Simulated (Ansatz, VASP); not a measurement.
# Two plane-wave programs on ZrTa2C2

```
CELL_PARAMETERS angstrom
1.59887 0.92311 7.67147
-1.59887 0.92311 7.67147
0.00000 -1.84622 7.67147
ATOMIC_POSITIONS crystal
Zr 0.00000 0.00000 0.00000
Ta 0.21975 0.21975 0.21975
Ta 0.78025 0.78025 0.78025
C 0.39645 0.39645 0.39645
C 0.60355 0.60355 0.60355
```

Change from the starting cell: relaxed end of: species swapped into the CaIn2N2 type (C2/m, No. 12).

Alike in both runs: functional PBE; k mesh 12 × 12 × 12; occupations gaussian, width 0.1 eV; no spin polarisation.

Ansatz relaxed the structure, and its values are those at the end. VASP's run is a single point on that final structure, the one shown.

|  | VASP | Ansatz |
| --- | --- | --- |
| version | VASP 6.6.1 | Ansatz 0.2.0 |
| potentials or method | VASP PAW PBE potentials, release 64 (Zr_sv, Ta_pv, C), cutoff 520 eV | scalar-relativistic, plane waves, PAW |
| valence electrons in the cell | 42 | 46 |

|  | VASP | Ansatz | Ansatz less VASP |
| --- | --- | --- | --- |
| gap on the k mesh at the Fermi level (eV) | none | none | - |
| pressure (GPa) | 0.3 | 0.0 | -0.31 |
| rms of the force components (eV/Å) | 0.012 | 0.001 | -0.0110 |

A gap of «none» marks a metal or a gap that the smearing closes. With one functional, cell and mesh, what is left measures potentials, basis and numerics. VASP's potentials hold 42 valence electrons a cell and Ansatz's 46, so a difference there can come from the potentials and not from the codes.

Neither program's run includes spin-orbit coupling.
